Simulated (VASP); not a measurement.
Here is a VASP 6.6.1 calculation.

The input INCAR:

```
SYSTEM = NaB
PREC = Accurate
ENCUT = 520
EDIFF = 1E-6
ISMEAR = -1
SIGMA = 0.1
LREAL = .FALSE.
LASPH = .TRUE.
NELM = 100
ALGO = Normal
ISIF = 2
LWAVE = .FALSE.
LCHARG = .FALSE.
GGA = PE
NBANDS = 12
```

File KPOINTS:

```
regular mesh
0
G
  14 14 14
  0 0 0
```

POSCAR

```
NaB
1.0
    0.0000000000      2.6891983787      2.6891983787
    2.6891983787      0.0000000000      2.6891983787
    2.6891983787      2.6891983787      0.0000000000
Na B
1 1
Direct
    0.0000000000      0.0000000000      0.0000000000
    0.5000000000      0.5000000000      0.5000000000
```

Potentials or basis: VASP PAW PBE potentials, release 64 (Na_pv, B).

Run with:

```console
$ cat potpaw_PBE.64/Na_pv/POTCAR potpaw_PBE.64/B/POTCAR > POTCAR
$ mpirun -np 1 vasp_std > vasp.out
```

Task: Estimate the band gap on the k mesh.

Result: Zero (bands 5 and 6 overlap by 2.91 eV).

Task: Predict the pressure.

Result: 0.1 GPa.
